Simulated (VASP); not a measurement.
# Mo (P-3m1) in VASP: single point with PBEsol

Aim: the single point of Mo with PBEsol.

Program: VASP 6.6.1. These are calculated values, not measurements. Logs are shortened: lines on timing, memory, paths and dates and some standing lists are left out, and cuts for length are marked.

## 1. The cell of the first run

The structure is trigonal, space group P-3m1 (No. 164). Conventional cell: a = 2.739 Å, b = 2.739 Å, c = 16.795 Å, α = 90.00°, β = 90.00°, γ = 120.00°. Mo (site symmetry 3m) has 12 Mo at 2.74 to 2.88 Å within 3.6 Å. Within 3.6 Å of Mo (site symmetry 3m) lie 12 Mo at 2.74 to 2.88 Å. Within 3.6 Å of Mo (site symmetry 3m) lie 12 Mo at 2.74 to 2.87 Å. Mo (site symmetry -3m) has 12 Mo at 2.74 to 2.86 Å within 3.6 Å.

## 2. Single point, PBEsol

Contents of INCAR:

```
ALGO = Fast
EDIFF = 1E-6
ENCUT = 520
GGA = PS
ISIF = 2
ISMEAR = 0
LASPH = T
LCHARG = F
LREAL = F
LWAVE = F
NBANDS = 58
NELM = 80
PREC = Accurate
SIGMA = 0.1
```

Contents of KPOINTS:

```
k-points
0
Gamma
  18 18 3
```

Contents of POSCAR:

```
Mo
1.0
    2.7394549466      0.0000000000      0.0000000000
   -1.3697274733      2.3724375763      0.0000000000
    0.0000000000      0.0000000000     16.7945087814
Mo
7
Direct
    0.0000000000      0.0000000000     -0.0009076943
    0.3333333333      0.6666666667      0.1427154339
    0.0000000000      0.0000000000      0.2858559947
    0.3333333333      0.6666666667      0.4294791229
    0.0000000000      0.0000000000      0.5723212088
    0.6666666667      0.3333333333      0.7142857143
    0.3333333333      0.6666666667      0.8562502197
```

Potentials or basis: VASP PAW PBE potentials, release 64 (Mo_sv).

On the command line:

```sh
> cat potpaw_PBE.64/Mo_sv/POTCAR > POTCAR
> mpirun -np 1 vasp_std > vasp.out
```

OUTCAR:

```text
EDIFF = 1E-6
   ENCUT = 520
   GGA = PS
   ISIF = 2
   ISMEAR = 0
   LASPH = T
   LREAL = F
   NELM = 80
   PREC = Accurate

 ion  position               nearest neighbor table
   1  0.000  0.000  0.999-   7 2.87   7 2.87   7 2.87   2 2.88   2 2.88   2 2.88
   2  0.333  0.667  0.143-   3 2.88   3 2.88   3 2.88   1 2.88   1 2.88   1 2.88
   3  0.000  0.000  0.286-   2 2.88   2 2.88   2 2.88   4 2.88   4 2.88   4 2.88
   4  0.333  0.667  0.429-   5 2.87   5 2.87   5 2.87   3 2.88   3 2.88   3 2.88
   5  0.000  0.000  0.572-   6 2.86   6 2.86   6 2.86   4 2.87   4 2.87   4 2.87
   6  0.667  0.333  0.714-   7 2.86   7 2.86   7 2.86   5 2.86   5 2.86   5 2.86
   7  0.333  0.667  0.856-   6 2.86   6 2.86   6 2.86   1 2.87   1 2.87   1 2.87

  LATTYP: Found a hexagonal cell.
 ALAT       =     2.7394549466
 C/A-ratio  =     6.1306022945

  Lattice vectors:

 A1 = (   2.7394549466,   0.0000000000,   0.0000000000)
 A2 = (  -1.3697274733,   2.3724375763,   0.0000000000)
 A3 = (   0.0000000000,   0.0000000000,  16.7945087814)

Analysis of symmetry for initial positions (statically):
=====================================================================
 Subroutine PRICEL returns:
 Original cell was already a primitive cell.

 Routine SETGRP: Setting up the symmetry group for a
 hexagonal supercell.

 Subroutine GETGRP returns: Found 12 space group operations
 (whereof  6 operations were pure point group operations)
 out of a pool of 24 trial point group operations.

The static configuration has the point symmetry C_3v.
 The point group associated with its full space group is D_3d.

Analysis of symmetry for dynamics (positions and initial velocities):
=====================================================================
 Subroutine PRICEL returns:
 Original cell was already a primitive cell.

 Routine SETGRP: Setting up the symmetry group for a
 hexagonal supercell.

 Subroutine GETGRP returns: Found 12 space group operations
 (whereof  6 operations were pure point group operations)
 out of a pool of 24 trial point group operations.

The dynamic configuration has the point symmetry C_3v.
 The point group associated with its full space group is D_3d.

 Subroutine INISYM returns: Found 12 space group operations
 (whereof  6 operations are pure point group operations),
 and found     1 'primitive' translations

----------------------------------------------------------------------------------------

                                     Primitive cell

  volume of cell :     109.1506

  direct lattice vectors                    reciprocal lattice vectors
     2.739454947  0.000000000  0.000000000     0.365036118  0.210753701  0.000000000
    -1.369727473  2.372437576  0.000000000     0.000000000  0.421507402  0.000000000
     0.000000000  0.000000000 16.794508781     0.000000000  0.000000000  0.059543272

  length of vectors
     2.739454947  2.739454947 16.794508781     0.421507402  0.421507402  0.059543272

  position of ions in fractional coordinates (direct lattice)
     0.000000000  0.000000000  0.999092306
     0.333333333  0.666666667  0.142715434
     0.000000000  0.000000000  0.285855995
     0.333333333  0.666666667  0.429479123
     0.000000000  0.000000000  0.572321209
     0.666666667  0.333333333  0.714285714
     0.333333333  0.666666667  0.856250220

  ion indices of the primitive-cell ions
   primitive index   ion index
                 1           1
                 2           2
                 3           3
                 4           4
                 5           5
                 6           6
                 7           7

----------------------------------------------------------------------------------------

 KPOINTS: k-points

Automatic generation of k-mesh.
 Grid dimensions read from file:
 generate k-points for:   18   18    3

 Generating k-lattice:

  Cartesian coordinates                     Fractional coordinates (reciprocal lattice)
     0.020279784  0.011708539  0.000000000     0.055555556 -0.000000000  0.000000000
     0.000000000  0.023417078  0.000000000     0.000000000  0.055555556  0.000000000
     0.000000000  0.000000000  0.019847757     0.000000000  0.000000000  0.333333333

  Length of vectors
     0.023417078  0.023417078  0.019847757

  Shift w.r.t. Gamma in fractional coordinates (k-lattice)
     0.000000000  0.000000000  0.000000000

 Subroutine IBZKPT returns following result:
 ===========================================

 Found    101 irreducible k-points:

 Following reciprocal coordinates:
            Coordinates               Weight
  0.000000  0.000000  0.000000      1.000000
  0.055556 -0.000000  0.000000      6.000000
  0.111111 -0.000000  0.000000      6.000000
  0.166667 -0.000000  0.000000      6.000000
  0.222222 -0.000000  0.000000      6.000000
  0.277778 -0.000000  0.000000      6.000000
[... 16 lines left out ...]
  0.333333  0.111111  0.000000     12.000000
  0.388889  0.111111  0.000000     12.000000
 [... further k-points ...]
   k-points           NKPTS =    101   k-points in BZ     NKDIM =    101   number of bands    NBANDS=     58
   number of dos      NEDOS =    301   number of ions     NIONS =      7
   total plane-waves  NPLWV =  50400
   dimension x,y,z NGX =    20 NGY =   20 NGZ =  126
   dimension x,y,z NGXF=    40 NGYF=   40 NGZF=  252
   ions per type =               7
   NGX,Y,Z   is equivalent  to a cutoff of  12.14, 12.14, 12.47 a.u.
   NGXF,Y,Z  is equivalent  to a cutoff of  24.27, 24.27, 24.95 a.u.
 SYSTEM =  unknown system
   PREC   = accura    normal or accurate (medium, high low for compatibility)
   ISTART =      0    job   : 0-new  1-cont  2-samecut
   ICHARG =      2    charge: 1-file 2-atom 10-const
   ISPIN  =      1    spin polarized calculation?
   LNONCOLLINEAR =      F non collinear calculations
   LSORBIT =      F    spin-orbit coupling
   LASPH  =      T    aspherical Exc in radial PAW
   ENCUT  =  520.0 eV  38.22 Ry    6.18 a.u.   5.09  5.09 31.23*2*pi/ulx,y,z
   NELM   =     80;   NELMIN=  2; NELMDL= -5     # of ELM steps
   EDIFF  = 0.1E-05   stopping-criterion for ELM
   LREAL  =      F    real-space projection
   EDIFFG = 0.1E-04   stopping-criterion for IOM
   NSW    =      0    number of steps for IOM
   IBRION =     -1    ionic relax: 0-MD 1-quasi-New 2-CG
   NFREE  =      0    steps in history (QN), initial steepest desc. (CG)
   ISIF   =      2    stress and relaxation
   ISYM   =      2    0-nonsym 1-usesym 2-fastsym
   POTIM  = 0.5000    time-step for ionic-motion
   TEBEG  =    0.0;   TEEND  =   0.0 temperature during run
   PSTRESS=    0.0 pullay stress
   NELECT =      98.0000    total number of electrons
   NUPDOWN=      -1.0000    fix difference up-down
   EMIN   =  10.00;   EMAX   =-10.00  energy-range for DOS
   EFERMI =   0.00;   METHOD = LEGACY
   ISMEAR =     0;   SIGMA  =   0.10  broadening in eV -4-tet -1-fermi 0-gaus
   EFERMI_NEDOS =   21; number of points for ismear=-14 and -15
   IALGO  =     68    algorithm
   IMIX   =      4    mixing-type and parameters
     AMIX     =   0.40;   BMIX     =  1.00
     AMIX_MAG =   1.60;   BMIX_MAG =  1.00
  volume/ion in A,a.u.               =      15.59       105.23
  Fermi-wavevector in a.u.,A,eV,Ry     =   1.579337  2.984514 33.937078  2.494305
  Thomas-Fermi vector in A             =   2.679731
   LORBIT       =      0    0 simple, 1 ext, 2 COOP (PROOUT), +10 PAW based schemes
   GGA     = PS    functional components
   LHFCALC =     F    Hartree Fock is set to
   AEXX    =    0.0000 exact exchange contribution
   IVDW    =     0    specifies the selected vdW correction
   LEPSILON=     F    determine dielectric tensor
   LRPA    =     F    only Hartree local field effects (RPA)
 non-spin polarized calculation
 RMM-DIIS sequential band-by-band and
 Gauss-broadening in eV      SIGMA  =   0.10
  energy-cutoff  :      520.00
  volume of cell :      109.15
 maximum number of plane-waves:      2966
   NGX = 11   NGY = 11   NGZ = 63

 number of electron      98.0000011 magnetization

 Free energy of the ion-electron system (eV)
  ---------------------------------------------------
  ext. energy  EPLUGINS =         0.00000000
  ---------------------------------------------------
  free energy    TOTEN  =       -79.39480583 eV

  energy without entropy =      -79.35250868  energy(sigma->0) =      -79.37365725

 E-fermi :  12.1618     XC(G=0): -13.5227

 val. band max:       12.1595942465   @ k =   0.0556   0.0556   0.3333
 cond. band min:      12.1644775286   @ k =   0.3889   0.2222   0.3333
 fundamental gap:      0.0048832821
 Fermi energy:        12.1617505049

 k-point     1 :       0.0000    0.0000    0.0000
  band No.  band energies     occupation
      1     -48.5652      2.00000
      2     -48.5279      2.00000
      3     -48.5116      2.00000
      4     -48.4459      2.00000
      5     -48.4377      2.00000
      6     -48.3889      2.00000
[... 50 lines left out ...]
     57      13.7778      0.00000
     58      14.0530      0.00000

 k-point     2 :       0.0556   -0.0000    0.0000
  band No.  band energies     occupation
      1     -48.5576      2.00000
      2     -48.5207      2.00000
      3     -48.5043      2.00000
      4     -48.4397      2.00000
      5     -48.4315      2.00000
      6     -48.3835      2.00000
[... 50 lines left out ...]
     57      13.6570      0.00000
     58      13.9377      0.00000

 k-point     3 :       0.1111   -0.0000    0.0000
  band No.  band energies     occupation
      1     -48.5355      2.00000
      2     -48.4999      2.00000
      3     -48.4831      2.00000
      4     -48.4217      2.00000
      5     -48.4138      2.00000
      6     -48.3678      2.00000
[... 1216 lines left out ...]
      3     -48.2784      2.00000
      4     -48.2566      2.00000
      5     -48.2489      2.00000
      6     -48.2259      2.00000
[... 50 lines left out ...]
     57      14.6836      0.00000
     58      14.9073      0.00000

 k-point    24 :       0.3889    0.1111    0.0000
  band No.  band energies     occupation
      1     -48.2895      2.00000
      2     -48.2742      2.00000
      3     -48.2576      2.00000
      4     -48.2431      2.00000
      5     -48.2291      2.00000
      6     -48.2117      2.00000
[... 50 lines left out ...]
     57      15.4519      0.00000
     58      15.5804      0.00000

 [... further k-points ...]
[... 5 lines left out ...]
  --------------------------------------------------------------------------------------
  -------------------------------------------------------------------------------------
  Total        0.3680499      0.3680499      0.2850580      0.0000000      0.0000000      0.0000000
  in kB        5.4024537      5.4024537      4.1842494      0.0000000      0.0000000      0.0000000
  external PRESSURE =       4.9963856 kB  Pullay stress =       0.0000000 kB

 VOLUME and BASIS-vectors are now :
 -----------------------------------------------------------------------------
  energy-cutoff  :      520.00
  volume of cell :      109.15
      direct lattice vectors                 reciprocal lattice vectors
     2.739454947  0.000000000  0.000000000     0.365036118  0.210753701  0.000000000
    -1.369727473  2.372437576  0.000000000     0.000000000  0.421507402  0.000000000
     0.000000000  0.000000000 16.794508781     0.000000000  0.000000000  0.059543272

 POSITION                                       TOTAL-FORCE (eV/Angst)
 -----------------------------------------------------------------------------------
      0.00000      0.00000     16.77926         0.000000      0.000000      0.000762
     -0.00000      1.58163      2.39684         0.000000      0.000000      0.000310
      0.00000      0.00000      4.80081        -0.000000      0.000000     -0.000310
     -0.00000      1.58163      7.21289        -0.000000     -0.000000     -0.000762
      0.00000      0.00000      9.61185        -0.000000     -0.000000     -0.002168
      1.36973      0.79081     11.99608        -0.000000      0.000000     -0.000000
     -0.00000      1.58163     14.38030         0.000000     -0.000000      0.002168
 -----------------------------------------------------------------------------------
    total drift:                                0.000000     -0.000000      0.000001

  FREE ENERGIE OF THE ION-ELECTRON SYSTEM (eV)
  ---------------------------------------------------
  free  energy   TOTEN  =       -79.3948058298 eV

  energy  without entropy=      -79.3525086799  energy(sigma->0) =      -79.37365725
```

It took 29 min on 1 thread of Intel Xeon 8259CL, shared host; peak memory 0.52 GiB.

Results:

| Quantity | Value |
| --- | --- |
| Free energy | -79.3948 eV |
| Pressure | 0.5 GPa |
| Band gap on the k mesh | zero (bands 49 and 50 overlap by 1.46 eV) |

Forces on the atoms (eV/Å):
```
Mo   0.000  0.000  0.001
Mo   0.000  0.000  0.000
Mo   0.000  0.000  0.000
Mo   0.000  0.000 -0.001
Mo   0.000  0.000 -0.002
Mo   0.000  0.000  0.000
Mo   0.000  0.000  0.002
```

Stress tensor (GPa, compression positive):
```
0.54 0.00 0.00
0.00 0.54 0.00
0.00 0.00 0.42
```

Levels at points of the mesh, in eV from the Fermi level:
```
           k point  band 46  band 47  band 48  band 49  band 50  band 51  band 52  band 53
(0.00, 0.00, 0.00)    -0.63    -0.62    -0.62    -0.44    -0.44    -0.34    -0.34    -0.23
(0.50, 0.00, 0.00)    -0.32     0.44     0.54     0.81     0.82     1.77     1.92     2.71
```

Caveat: the PAW data sets were made with another functional, which shifts forces and pressure a little.
